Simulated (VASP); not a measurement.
# Pt (Pm-3m) in VASP: a series of runs

Runs on Pt. Level: PBE. Tasks: single point.

Everything below comes from runs of VASP 6.6.1. Logs are shortened: lines on timing, memory, paths and dates and some standing lists are left out, and cuts for length are marked.

## Step 1: The cell of the first run

It takes space group Pm-3m (No. 221, cubic). The conventional cell has a = 2.659 Å, b = 2.659 Å, c = 2.659 Å, α = 90.00°, β = 90.00°, γ = 90.00°. Pt (site symmetry m-3m) has 6 Pt at 2.66 Å within 3.5 Å.

This isn't the form of Pt at room conditions, which is fcc.

## Step 2: Single point, PBE, collinear spin (18.80 Å³/atom)

INCAR reads:

```
PREC = Accurate
ENCUT = 520
EDIFF = 1E-7
ISMEAR = -1
SIGMA = 0.05
LREAL = False
LASPH = True
NELM = 150
ALGO = Normal
ISIF = 2
LWAVE = False
LCHARG = True
ISPIN = 2
MAGMOM = 1
LORBIT = 11
LMAXMIX = 4
GGA = PE
LELF = True
LVHAR = True
NBANDS = 15
```

KPOINTS reads:

```
regular mesh
0
Gamma
  20 20 20
```

POSCAR reads:

```
Pt
1.0
    2.6591385962      0.0000000000      0.0000000000
    0.0000000000      2.6591385962      0.0000000000
    0.0000000000      0.0000000000      2.6591385962
Pt
1
Direct
    0.0000000000      0.0000000000      0.0000000000
```

Potentials or basis: VASP PAW PBE potentials, release 64 (Pt).

Started as:

```console
> cat potpaw_PBE.64/Pt/POTCAR > POTCAR
> mpirun -np 1 vasp_std > vasp.out
```

OUTCAR:

```text
PREC = Accurate
   ENCUT = 520
   EDIFF = 1E-7
   ISMEAR = -1
   LREAL = False
   LASPH = True
   NELM = 150
   ISIF = 2
   ISPIN = 2
   LORBIT = 11
   GGA = PE

 ion  position               nearest neighbor table
   1  0.000  0.000  0.000-

  LATTYP: Found a simple cubic cell.
 ALAT       =     2.6591385962

  Lattice vectors:

 A1 = (   2.6591385962,   0.0000000000,   0.0000000000)
 A2 = (   0.0000000000,   2.6591385962,   0.0000000000)
 A3 = (   0.0000000000,   0.0000000000,   2.6591385962)

Analysis of symmetry for initial positions (statically):
=====================================================================
 Subroutine PRICEL returns:
 Original cell was already a primitive cell.

 Routine SETGRP: Setting up the symmetry group for a
 simple cubic supercell.

 Subroutine GETGRP returns: Found 48 space group operations
 (whereof 48 operations were pure point group operations)
 out of a pool of 48 trial point group operations.

The static configuration has the point symmetry O_h .

Analysis of symmetry for dynamics (positions and initial velocities):
=====================================================================
 Subroutine PRICEL returns:
 Original cell was already a primitive cell.

 Routine SETGRP: Setting up the symmetry group for a
 simple cubic supercell.

 Subroutine GETGRP returns: Found 48 space group operations
 (whereof 48 operations were pure point group operations)
 out of a pool of 48 trial point group operations.

The dynamic configuration has the point symmetry O_h .

Analysis of structural, dynamic, and magnetic symmetry:
=====================================================================
 Subroutine PRICEL returns:
 Original cell was already a primitive cell.

 Routine SETGRP: Setting up the symmetry group for a
 simple cubic supercell.

 Subroutine GETGRP returns: Found 48 space group operations
 (whereof 48 operations were pure point group operations)
 out of a pool of 48 trial point group operations.

The overall configuration has the point symmetry O_h .

 Subroutine INISYM returns: Found 48 space group operations
 (whereof 48 operations are pure point group operations),
 and found     1 'primitive' translations

----------------------------------------------------------------------------------------

                                     Primitive cell

  volume of cell :      18.8028

  direct lattice vectors                    reciprocal lattice vectors
     2.659138596  0.000000000  0.000000000     0.376061632  0.000000000  0.000000000
     0.000000000  2.659138596  0.000000000     0.000000000  0.376061632  0.000000000
     0.000000000  0.000000000  2.659138596     0.000000000  0.000000000  0.376061632

[... 118 lines left out ...]

 number of electron      10.0000001 magnetization       0.0010522

 number of electron      10.0000001 magnetization      -0.0000427

 Free energy of the ion-electron system (eV)
  ---------------------------------------------------
  ext. energy  EPLUGINS =         0.00000000
  ---------------------------------------------------
  free energy    TOTEN  =        -5.63253006 eV

  energy without entropy =       -5.61934969  energy(sigma->0) =       -5.62593988

 E-fermi :   7.5615     XC(G=0): -12.0446

 val. band max:        7.5591733091   @ k =   0.3500   0.1000   0.1000
 cond. band min:       7.5720210128   @ k =   0.3000   0.3000   0.2000
 fundamental gap:      0.0128477037
 Fermi energy:         7.5615007693

 spin component 1

 k-point     1 :       0.0000    0.0000    0.0000
  band No.  band energies     occupation
      1      -0.4374      1.00000
      2       2.2798      1.00000
      3       2.2798      1.00000
      4       7.8283      0.00479
      5       7.8283      0.00479
      6       7.8283      0.00479
      7      22.5307      0.00000
      8      22.5307      0.00000
      9      22.5307      0.00000
     10      28.0097      0.00000
     11      30.6675      0.00000
     12      30.6675      0.00000
     13      34.7838      0.00000
     14      34.7838      0.00000
[... 403 lines left out ...]
      4       6.8015      1.00000
      5       7.0758      0.99994
      6       7.6808      0.08427
      7      18.3207      0.00000
      8      22.2973      0.00000
      9      24.7292      0.00000
     10      27.5436      0.00000
     11      30.8116      0.00000
     12      33.7843      0.00000
     13      35.8642      0.00000
     14      36.4302      0.00000
     15      37.8290      0.00000

 [... further k-points ...]

 spin component 2

 k-point     1 :       0.0000    0.0000    0.0000
  band No.  band energies     occupation
      1      -0.4374      1.00000
      2       2.2798      1.00000
      3       2.2798      1.00000
      4       7.8283      0.00479
      5       7.8283      0.00479
      6       7.8283      0.00479
      7      22.5307      0.00000
      8      22.5307      0.00000
      9      22.5307      0.00000
     10      28.0098      0.00000
     11      30.6675      0.00000
     12      30.6675      0.00000
     13      34.7838      0.00000
     14      34.7838      0.00000
[... 403 lines left out ...]
      4       6.8015      1.00000
      5       7.0758      0.99994
      6       7.6808      0.08430
      7      18.3207      0.00000
      8      22.2973      0.00000
      9      24.7291      0.00000
     10      27.5436      0.00000
     11      30.8116      0.00000
     12      33.7843      0.00000
     13      35.8642      0.00000
     14      36.4302      0.00000
     15      37.8290      0.00000

 [... further k-points ...]
[... 5 lines left out ...]
  --------------------------------------------------------------------------------------
  -------------------------------------------------------------------------------------
  Total       -0.8174973     -0.8174973     -0.8174973     -0.0000000     -0.0000000      0.0000000
  in kB      -69.6584770    -69.6584770    -69.6584770     -0.0000000     -0.0000000      0.0000000
  external PRESSURE =     -69.6584770 kB  Pullay stress =       0.0000000 kB

 VOLUME and BASIS-vectors are now :
 -----------------------------------------------------------------------------
  energy-cutoff  :      520.00
  volume of cell :       18.80
      direct lattice vectors                 reciprocal lattice vectors
     2.659138596  0.000000000  0.000000000     0.376061632  0.000000000  0.000000000
     0.000000000  2.659138596  0.000000000     0.000000000  0.376061632  0.000000000
     0.000000000  0.000000000  2.659138596     0.000000000  0.000000000  0.376061632

 POSITION                                       TOTAL-FORCE (eV/Angst)
 -----------------------------------------------------------------------------------
      0.00000      0.00000      0.00000         0.000000      0.000000      0.000000
 -----------------------------------------------------------------------------------
    total drift:                                0.000000      0.000000      0.000000

  FREE ENERGIE OF THE ION-ELECTRON SYSTEM (eV)
  ---------------------------------------------------
  free  energy   TOTEN  =        -5.6325300626 eV

  energy  without entropy=       -5.6193496888  energy(sigma->0) =       -5.62593988

 total charge

# of ion       s       p       d       tot
------------------------------------------
    1        0.690   0.419   8.015   9.124

 magnetization (x)

# of ion       s       p       d       tot
------------------------------------------
    1        0.000   0.000  -0.000  -0.000
```

stdout:

```text
POSCAR found type information on POSCAR Pt
 POSCAR found :  1 types and       1 ions
 scaLAPACK will be used
 LDA part: xc-table for (Slater+PW92), standard interpolation
 POSCAR, INCAR and KPOINTS ok, starting setup
 FFT: planning ... GRIDC
 FFT: planning ... GRID_SOFT
 FFT: planning ... GRID
 WAVECAR not read
 entering main loop
```

Wall time 79 s (1 thread of Intel Xeon Platinum 8488C (Sapphire Rapids), shared host); peak memory 0.22 GiB.

Results:

```
Free energy                                           : -5.6325 eV
Pressure                                              : -7.0 GPa
Band gap on the k mesh                                : zero (filled and empty bands overlap)
Net moment                                            : 0.00 μB per cell
Valence electrons inside the program's atomic spheres : Pt 9.12
```

Caveat: the cell stands under tension; spin-orbit coupling is left out, which moves the levels of the heavy elements.

## Step 3: Single point, PBE, collinear spin (19.53 Å³/atom)

This run uses another cell than the first one, of 19.53 Å³/atom.

INCAR reads:

```
SYSTEM = Pt
PREC     = Accurate       ! precision mode
ENCUT    = 520            ! plane-wave cutoff, eV
EDIFF    = 1E-6           ! SCF threshold, eV
ISMEAR   = -1             ! smearing method
SIGMA    = 0.05           ! smearing width, eV
LREAL    = .False.        ! projectors in reciprocal space
LASPH    = .True.         ! aspherical terms in the spheres
NELM     = 150            ! most SCF steps
ALGO     = Normal         ! electronic algorithm
ISIF     = 2              ! what is computed and relaxed
LWAVE    = .False.        ! write WAVECAR
LCHARG   = .False.        ! write CHGCAR
ISPIN    = 2              ! spin polarisation
MAGMOM   = 1              ! initial moments
LORBIT   = 11             ! projections on sites
LMAXMIX  = 4              ! l up to which the mixer works
GGA      = PE             ! functional
NBANDS   = 15             ! bands
```

KPOINTS reads:

```
regular mesh
0
Gamma
  20 20 20
  0 0 0
```

POSCAR reads:

```
Pt
1.0
    2.6928021521      0.0000000000      0.0000000000
    0.0000000000      2.6928021521      0.0000000000
    0.0000000000      0.0000000000      2.6928021521
Pt
1
Direct
    0.0000000000      0.0000000000      0.0000000000
```

Potentials or basis: VASP PAW PBE potentials, release 64 (Pt).

Started as:

```console
> cat potpaw_PBE.64/Pt/POTCAR > POTCAR
> mpirun -np 1 vasp_std > vasp.out
```

Run time: 66 s. Hardware: 1 thread of Intel Xeon Platinum 8488C (Sapphire Rapids), shared host; peak memory 0.23 GiB.

It converged, with:

```
Free energy                                           : -5.5899 eV
Pressure                                              : -11.9 GPa
Band gap on the k mesh                                : zero (filled and empty bands overlap)
Net moment                                            : 0.00 μB per cell
Valence electrons inside the program's atomic spheres : Pt 9.05
```

Levels at points of the mesh, in eV from the Fermi level:
Spin up:
```tsv
k point	band 2	band 3	band 4	band 5	band 6	band 7	band 8	band 9
(0.00, 0.00, 0.00)	-4.99	-4.99	0.24	0.24	0.24	14.76	14.76	14.76
(0.50, 0.00, 0.00)	-4.49	-1.61	-1.61	-0.12	0.42	3.96	16.48	19.09
(0.50, 0.50, 0.00)	-4.12	-1.28	-1.28	1.65	4.48	4.48	8.54	12.88
(0.50, 0.50, 0.50)	-4.20	-4.20	1.77	1.77	9.52	9.52	9.52	10.25
```
Spin down:
```csv
k point,band 1,band 2,band 3,band 4,band 5,band 6,band 7,band 8,band 9,band 10
"(0.00, 0.00, 0.00)",-7.67,-4.99,-4.99,0.24,0.24,0.24,14.76,14.76,14.76,20.04
"(0.50, 0.00, 0.00)",-5.23,-4.49,-1.61,-1.61,-0.12,0.42,3.96,16.48,19.09,20.21
"(0.50, 0.50, 0.00)",-5.07,-4.12,-1.28,-1.28,1.65,4.48,4.48,8.55,12.88,20.98
"(0.50, 0.50, 0.50)",-4.20,-4.20,-4.20,1.77,1.77,9.52,9.52,9.52,10.25,14.89
```

Caveat: the cell stands under tension; spin-orbit coupling is left out, which moves the levels of the heavy elements.

(Part 1 of 2 ends here.)
